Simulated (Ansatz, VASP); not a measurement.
# Two plane-wave programs on Fe

```
Fe
1.0
     0.00000    1.92871    1.95192
     1.48838    0.00000    1.95192
     1.48838    1.92871    0.00000
Fe
1
Direct
  0.00000 0.00000 0.00000
```

Change from the starting cell: volume scaled by 0.98, PAW files.

Alike in both runs: task electric field gradients; functional PBE; k mesh 16 × 16 × 16; occupations fermi-dirac, width 0.05 eV; collinear spin.

|  | VASP | Ansatz |
| --- | --- | --- |
| version | VASP 6.6.1 | Ansatz 0.2.0 |
| potentials or method | VASP PAW PBE potentials, release 64 (Fe) | PAW with Ansatz's default frozen-core files, scalar-relativistic |
| plane-wave cutoff (eV) | 520 | 420 |
| valence electrons in the cell | 8 | 16 |

```csv
,VASP,Ansatz,Ansatz less VASP
pressure (GPa),3.4,3.5,+0.05
"traceless stress, the component that is largest in VASP (GPa)",-5.84,-5.92,-0.080
net moment per atom (μB),2.19,2.16,-0.025
size of the moment on the site where the two differ most (μB),2.18,2.21,+0.025
size of Vzz on the site where it differs most (V/Å²),7.2,8.2,+1.05
```

Site moments also hang on the region over which each program counts them. VASP's potentials hold 8 valence electrons a cell and Ansatz's 16, so a difference there can come from the potentials and not from the codes.
